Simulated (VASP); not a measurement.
Input of a VASP 6.6.1 run:

Contents of INCAR:

```
SYSTEM = AlN
PREC     = Accurate       ! precision mode
ENCUT    = 600            ! plane-wave cutoff, eV
EDIFF    = 1E-7           ! SCF threshold, eV
ISMEAR   = 0              ! smearing method
SIGMA    = 0.02           ! smearing width, eV
LREAL    = .False.        ! projectors in reciprocal space
LASPH    = .True.         ! aspherical terms in the spheres
NELM     = 120            ! most SCF steps
ALGO     = Normal         ! electronic algorithm
ISIF     = 3              ! what is computed and relaxed
LWAVE    = .False.        ! write WAVECAR
LCHARG   = .False.        ! write CHGCAR
GGA      = CA             ! functional
IBRION   = 2              ! ionic algorithm
NSW      = 100            ! ionic steps
EDIFFG   = -0.002         ! ionic threshold
GGA_COMPAT= .False.      
NELMIN   = 4
```

Contents of KPOINTS:

```
Automatic mesh
0
Gamma
  8 8 8
  0 0 0
```

Contents of POSCAR:

```
AlN
1.0
    0.0000000000      2.1900000000      2.1900000000
    2.1900000000      0.0000000000      2.1900000000
    2.1900000000      2.1900000000      0.0000000000
Al N
1 1
Direct
    0.0000000000      0.0000000000      0.0000000000
    0.2500000000      0.2500000000      0.2500000000
```

Potentials or basis: VASP PAW LDA potentials, release 64 (Al, N).

Command:

```sh
$ cat potpaw_LDA.64/Al/POTCAR potpaw_LDA.64/N/POTCAR > POTCAR
$ mpirun -np 1 vasp_std > vasp.out
```

Question: Estimate the space group after relaxing (to 0.05 Å).

Answer: F-43m (No. 216).

Question: What does it give for the relaxed volume?

Answer: 10.26 Å³/atom.

Question: What does it give for the relaxed cell?

Answer: a = 3.073 Å, b = 3.073 Å, c = 3.073 Å, α = 60.00°, β = 60.00°, γ = 60.00°.

Question: What does it give for the band gap on the k mesh?

Answer: 3.23 eV, indirect (least direct gap 4.37 eV).

Final structure:
```
Al N
1.0
     0.00000    2.17301    2.17301
     2.17301    0.00000    2.17301
     2.17301    2.17301    0.00000
Al N
1 1
Cartesian
  0.0000 0.0000 0.0000
  1.0865 1.0865 1.0865
```

A k mesh can miss the band edges. A hybrid or GW would open this gap; LDA tends to underestimate it.
